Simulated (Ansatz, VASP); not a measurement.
ZrB in VASP and in Ansatz

```
Zr B
1.0
     5.20078    0.00000    0.00000
    -2.60039    4.50400    0.00000
     0.00000    0.00000    3.81228
Zr B
3 3
Direct
  0.00000 0.00000 0.00000
  0.33333 0.66667 0.50000
  0.66667 0.33333 0.50000
  0.50000 0.00000 0.00000
  0.50000 0.50000 0.00000
  0.00000 0.50000 0.00000
```

Change from the starting cell: species swapped into the TlPt type (P6/mmm, No. 191).

Alike in both runs: functional PBE; k mesh 12 × 12 × 10; occupations gaussian, width 0.1 eV; no spin polarisation.

Ansatz relaxed the structure, and its values are those at the end. VASP's run is a single point on that final structure, the one shown.

```csv
,VASP,Ansatz
version,VASP 6.6.1,Ansatz 0.2.0
potentials or method,"VASP PAW PBE potentials, release 64 (Zr_sv, B), cutoff 520 eV","scalar-relativistic, plane waves, PAW"
valence electrons in the cell,45,45
```

```tsv
	VASP	Ansatz	Ansatz less VASP
gap on the k mesh at the Fermi level (eV)	none	none	-
pressure (GPa)	0.1	0.0	-0.09
```

A gap of «none» marks a metal or a gap that the smearing closes. The functional is the same, so the differences come from potentials, cutoffs and numerics.
